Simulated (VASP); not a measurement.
# Ge (Pm-3m) in VASP: a series of runs

The runs below take Ge through single point, relaxation of cell and atoms, with PBEsol.

Everything below comes from runs of VASP 6.6.1. Logs are shortened: lines on timing, memory, paths and dates and some standing lists are left out, and cuts for length are marked.

### 1 The cell of the first run

The structure is cubic, space group Pm-3m (No. 221). Conventional cell: a = 2.704 Å, b = 2.704 Å, c = 2.704 Å, α = 90.00°, β = 90.00°, γ = 90.00°. Ge (site symmetry m-3m) has 6 Ge at 2.70 Å within 3.6 Å.

### 2 Single point, PBEsol (volume scaled by 1.04)

File INCAR:

```
ALGO = Normal
EDIFF = 1E-7
ENCUT = 520
GGA = PS
ISIF = 2
ISMEAR = -1
LASPH = True
LCHARG = False
LREAL = False
LWAVE = False
NBANDS = 13
NELM = 100
PREC = Accurate
SIGMA = 0.1
```

File KPOINTS:

```
k-points
0
Gamma
  13 13 13
```

File POSCAR:

```
Ge
1.0
    2.7037654707      0.0000000000      0.0000000000
    0.0000000000      2.7037654707      0.0000000000
    0.0000000000      0.0000000000      2.7037654707
Ge
1
Direct
    0.0000000000      0.0000000000      0.0000000000
```

Potentials or basis: VASP PAW PBE potentials, release 64 (Ge_d).

Launch:

```bash
cat potpaw_PBE.64/Ge_d/POTCAR > POTCAR
mpirun -np 1 vasp_std > vasp.out
```

OUTCAR:

```text
EDIFF = 1E-7
   ENCUT = 520
   GGA = PS
   ISIF = 2
   ISMEAR = -1
   LASPH = True
   LREAL = False
   NELM = 100
   PREC = Accurate

 ion  position               nearest neighbor table
   1  0.000  0.000  0.000-

  LATTYP: Found a simple cubic cell.
 ALAT       =     2.7037654707

  Lattice vectors:

 A1 = (   2.7037654707,   0.0000000000,   0.0000000000)
 A2 = (   0.0000000000,   2.7037654707,   0.0000000000)
 A3 = (   0.0000000000,   0.0000000000,   2.7037654707)

Analysis of symmetry for initial positions (statically):
=====================================================================
 Subroutine PRICEL returns:
 Original cell was already a primitive cell.

 Routine SETGRP: Setting up the symmetry group for a
 simple cubic supercell.

 Subroutine GETGRP returns: Found 48 space group operations
 (whereof 48 operations were pure point group operations)
 out of a pool of 48 trial point group operations.

The static configuration has the point symmetry O_h .

Analysis of symmetry for dynamics (positions and initial velocities):
=====================================================================
 Subroutine PRICEL returns:
 Original cell was already a primitive cell.

 Routine SETGRP: Setting up the symmetry group for a
 simple cubic supercell.

 Subroutine GETGRP returns: Found 48 space group operations
 (whereof 48 operations were pure point group operations)
 out of a pool of 48 trial point group operations.

The dynamic configuration has the point symmetry O_h .

 Subroutine INISYM returns: Found 48 space group operations
 (whereof 48 operations are pure point group operations),
 and found     1 'primitive' translations

----------------------------------------------------------------------------------------

                                     Primitive cell

  volume of cell :      19.7655

  direct lattice vectors                    reciprocal lattice vectors
     2.703765471  0.000000000  0.000000000     0.369854564  0.000000000  0.000000000
     0.000000000  2.703765471  0.000000000     0.000000000  0.369854564  0.000000000
     0.000000000  0.000000000  2.703765471     0.000000000  0.000000000  0.369854564

  length of vectors
     2.703765471  2.703765471  2.703765471     0.369854564  0.369854564  0.369854564

  position of ions in fractional coordinates (direct lattice)
     0.000000000  0.000000000  0.000000000

  ion indices of the primitive-cell ions
   primitive index   ion index
                 1           1

----------------------------------------------------------------------------------------

 KPOINTS: k-points

Automatic generation of k-mesh.
 Grid dimensions read from file:
 generate k-points for:   13   13   13

 Generating k-lattice:

  Cartesian coordinates                     Fractional coordinates (reciprocal lattice)
     0.028450351  0.000000000  0.000000000     0.076923077  0.000000000  0.000000000
     0.000000000  0.028450351  0.000000000     0.000000000  0.076923077  0.000000000
     0.000000000  0.000000000  0.028450351     0.000000000  0.000000000  0.076923077

  Length of vectors
     0.028450351  0.028450351  0.028450351

  Shift w.r.t. Gamma in fractional coordinates (k-lattice)
     0.000000000  0.000000000  0.000000000

 Subroutine IBZKPT returns following result:
 ===========================================

 Found     84 irreducible k-points:

 Following reciprocal coordinates:
            Coordinates               Weight
  0.000000  0.000000  0.000000      1.000000
  0.076923  0.000000  0.000000      6.000000
  0.153846  0.000000  0.000000      6.000000
  0.230769  0.000000  0.000000      6.000000
  0.307692  0.000000  0.000000      6.000000
  0.384615  0.000000  0.000000      6.000000
[... 16 lines left out ...]
  0.307692  0.307692  0.000000     12.000000
  0.384615  0.307692  0.000000     24.000000
 [... further k-points ...]
   k-points           NKPTS =     84   k-points in BZ     NKDIM =     84   number of bands    NBANDS=     13
   number of dos      NEDOS =    301   number of ions     NIONS =      1
   total plane-waves  NPLWV =   8000
   dimension x,y,z NGX =    20 NGY =   20 NGZ =   20
   dimension x,y,z NGXF=    40 NGYF=   40 NGZF=   40
   ions per type =               1
   NGX,Y,Z   is equivalent  to a cutoff of  12.30, 12.30, 12.30 a.u.
   NGXF,Y,Z  is equivalent  to a cutoff of  24.59, 24.59, 24.59 a.u.
 SYSTEM =  unknown system
   PREC   = accura    normal or accurate (medium, high low for compatibility)
   ISTART =      0    job   : 0-new  1-cont  2-samecut
   ICHARG =      2    charge: 1-file 2-atom 10-const
   ISPIN  =      1    spin polarized calculation?
   LNONCOLLINEAR =      F non collinear calculations
   LSORBIT =      F    spin-orbit coupling
   LASPH  =      T    aspherical Exc in radial PAW
   ENCUT  =  520.0 eV  38.22 Ry    6.18 a.u.   5.03  5.03  5.03*2*pi/ulx,y,z
   NELM   =    100;   NELMIN=  2; NELMDL= -5     # of ELM steps
   EDIFF  = 0.1E-06   stopping-criterion for ELM
   LREAL  =      F    real-space projection
   EDIFFG = 0.1E-05   stopping-criterion for IOM
   NSW    =      0    number of steps for IOM
   IBRION =     -1    ionic relax: 0-MD 1-quasi-New 2-CG
   NFREE  =      0    steps in history (QN), initial steepest desc. (CG)
   ISIF   =      2    stress and relaxation
   ISYM   =      2    0-nonsym 1-usesym 2-fastsym
   POTIM  = 0.5000    time-step for ionic-motion
   TEBEG  =    0.0;   TEEND  =   0.0 temperature during run
   PSTRESS=    0.0 pullay stress
   NELECT =      14.0000    total number of electrons
   NUPDOWN=      -1.0000    fix difference up-down
   EMIN   =  10.00;   EMAX   =-10.00  energy-range for DOS
   EFERMI =   0.00;   METHOD = LEGACY
   ISMEAR =    -1;   SIGMA  =   0.10  broadening in eV -4-tet -1-fermi 0-gaus
   EFERMI_NEDOS =   21; number of points for ismear=-14 and -15
   IALGO  =     38    algorithm
   IMIX   =      4    mixing-type and parameters
     AMIX     =   0.40;   BMIX     =  1.00
     AMIX_MAG =   1.60;   BMIX_MAG =  1.00
  volume/ion in A,a.u.               =      19.77       133.38
  Fermi-wavevector in a.u.,A,eV,Ry     =   1.459313  2.757702 28.974897  2.129595
  Thomas-Fermi vector in A             =   2.575895
   LORBIT       =      0    0 simple, 1 ext, 2 COOP (PROOUT), +10 PAW based schemes
   GGA     = PS    functional components
   LHFCALC =     F    Hartree Fock is set to
   AEXX    =    0.0000 exact exchange contribution
   IVDW    =     0    specifies the selected vdW correction
   LEPSILON=     F    determine dielectric tensor
   LRPA    =     F    only Hartree local field effects (RPA)
 non-spin polarized calculation
  energy-cutoff  :      520.00
  volume of cell :       19.77
 maximum number of plane-waves:       543
   NGX = 11   NGY = 11   NGZ = 11

 number of electron      13.9999964 magnetization

 Free energy of the ion-electron system (eV)
  ---------------------------------------------------
  ext. energy  EPLUGINS =         0.00000000
  ---------------------------------------------------
  free energy    TOTEN  =        -4.75103161 eV

  energy without entropy =       -4.73639595  energy(sigma->0) =       -4.74371378

 E-fermi :   5.9097     XC(G=0): -11.1020

 val. band max:        5.9041214043   @ k =   0.2308   0.0000   0.0000
 cond. band min:       5.9131928621   @ k =   0.3077   0.3077   0.2308
 fundamental gap:      0.0090714579
 Fermi energy:         5.9096774216

 k-point     1 :       0.0000    0.0000    0.0000
  band No.  band energies     occupation
      1     -18.7360      2.00000
      2     -18.7360      2.00000
      3     -18.4852      2.00000
      4     -18.4852      2.00000
      5     -18.4852      2.00000
      6      -6.9440      2.00000
      7      12.4685      0.00000
      8      12.4685      0.00000
      9      12.4685      0.00000
     10      15.9230      0.00000
     11      15.9230      0.00000
     12      18.2618      0.00000
     13      34.5626      0.00000

 k-point     2 :       0.0769    0.0000    0.0000
  band No.  band energies     occupation
      1     -18.7352      2.00000
      2     -18.7247      2.00000
      3     -18.4889      2.00000
      4     -18.4889      2.00000
      5     -18.4849      2.00000
      6      -6.8277      2.00000
      7      10.8596      0.00000
      8      12.5805      0.00000
      9      12.5805      0.00000
     10      16.0267      0.00000
     11      17.0339      0.00000
     12      19.0603      0.00000
     13      31.9589      0.00000

 k-point     3 :       0.1538    0.0000    0.0000
  band No.  band energies     occupation
      1     -18.7330      2.00000
      2     -18.6935      2.00000
      3     -18.4994      2.00000
      4     -18.4994      2.00000
      5     -18.4840      2.00000
      6      -6.4796      2.00000
      7       8.3483      0.00000
      8      12.9097      0.00000
      9      12.9097      0.00000
     10      16.3363      0.00000
     11      17.7864      0.00000
     12      21.6923      0.00000
     13      29.3162      0.00000
[... 305 lines left out ...]
 k-point    23 :       0.3077    0.3077    0.0000
  band No.  band energies     occupation
      1     -18.6611      2.00000
      2     -18.5877      2.00000
      3     -18.5254      2.00000
      4     -18.5240      2.00000
      5     -18.5203      2.00000
      6      -3.3039      2.00000
      7       4.9566      1.99985
      8       5.8754      1.16974
      9      14.7477      0.00000
     10      15.7216      0.00000
     11      20.3254      0.00000
     12      26.1838      0.00000
     13      26.7817      0.00000

 k-point    24 :       0.3846    0.3077    0.0000
  band No.  band energies     occupation
      1     -18.6524      2.00000
      2     -18.6045      2.00000
      3     -18.5373      2.00000
      4     -18.5233      2.00000
      5     -18.4858      2.00000
      6      -2.3686      2.00000
      7       3.4317      2.00000
      8       6.2896      0.04378
      9      13.0548      0.00000
     10      16.4089      0.00000
     11      21.2593      0.00000
     12      24.9111      0.00000
     13      25.4342      0.00000

 [... further k-points ...]
[... 5 lines left out ...]
  --------------------------------------------------------------------------------------
  -------------------------------------------------------------------------------------
  Total       -0.3572285     -0.3572285     -0.3572285     -0.0000000     -0.0000000      0.0000000
  in kB      -28.9567362    -28.9567362    -28.9567362     -0.0000000     -0.0000000      0.0000000
  external PRESSURE =     -28.9567362 kB  Pullay stress =       0.0000000 kB

 VOLUME and BASIS-vectors are now :
 -----------------------------------------------------------------------------
  energy-cutoff  :      520.00
  volume of cell :       19.77
      direct lattice vectors                 reciprocal lattice vectors
     2.703765471  0.000000000  0.000000000     0.369854564  0.000000000  0.000000000
     0.000000000  2.703765471  0.000000000     0.000000000  0.369854564  0.000000000
     0.000000000  0.000000000  2.703765471     0.000000000  0.000000000  0.369854564

 POSITION                                       TOTAL-FORCE (eV/Angst)
 -----------------------------------------------------------------------------------
      0.00000      0.00000      0.00000         0.000000      0.000000      0.000000
 -----------------------------------------------------------------------------------
    total drift:                               -0.000000     -0.000000     -0.000000

  FREE ENERGIE OF THE ION-ELECTRON SYSTEM (eV)
  ---------------------------------------------------
  free  energy   TOTEN  =        -4.7510316055 eV

  energy  without entropy=       -4.7363959542  energy(sigma->0) =       -4.74371378
```

It took 26 s on 1 thread of AMD EPYC 7R43 (Zen 3), shared host; peak memory 0.1 GiB.

Results:

```
Free energy            : -4.7510 eV
Pressure               : -2.9 GPa
Band gap on the k mesh : zero (band 7 reaches 12.47 eV, above the bottom of band 8 at 3.58 eV)
```

Caveat: the PAW data sets were made with another functional, which shifts forces and pressure a little.

(Continued in part 2 of 3.)
